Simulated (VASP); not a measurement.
A run of VASP 6.6.1 is set up as follows.

The input INCAR:

```
SYSTEM = Be3Se2O
PREC = Accurate
ENCUT = 520
EDIFF = 1E-7
ISMEAR = 0
SIGMA = 0.1
LREAL = .FALSE.
LASPH = .TRUE.
NELM = 150
ALGO = Normal
ISIF = 2
LWAVE = .FALSE.
LCHARG = .FALSE.
ISPIN = 2
MAGMOM = 0 0 0 0 0 1
LORBIT = 11
GGA = PE
NBANDS = 25
```

File KPOINTS:

```
Automatic mesh
0
G
  6 6 6
  0 0 0
```

The input POSCAR:

```
Be3Se2O
1.0
    5.8161247543      0.0000000000      0.0000000000
   -2.9080623772      5.0369117888      0.0000000000
    0.0000000000      0.0000000000      3.1960853673
Be Se O
3 2 1
Direct
    0.0000000000      0.5000000000      0.0000000000
    0.5000000000      0.0000000000      0.0000000000
    0.5000000000      0.5000000000      0.0000000000
    0.3333333333      0.6666666667      0.5000000000
    0.6666666667      0.3333333333      0.5000000000
    0.0000000000      0.0000000000      0.5000000000
```

Potentials or basis: VASP PAW PBE potentials, release 64 (Be, Se, O).

The run is started by

```console
$ cat potpaw_PBE.64/Be/POTCAR potpaw_PBE.64/Se/POTCAR potpaw_PBE.64/O/POTCAR > POTCAR
$ mpirun -np 1 vasp_std > vasp.out
```

Q: Estimate the pressure.

A: -0.9 GPa.

Q: What does it give for the band gap on the k mesh?

A: Zero (filled and empty bands overlap).

Q: Estimate the net moment.

A: 0.00 μB per cell.

Stress tensor (GPa, compression positive):
```
-0.83  0.00  0.00
 0.00 -0.83  0.00
 0.00  0.00 -1.01
```

Caveat: semilocal functionals underestimate gaps, so a narrow gap can read as zero.
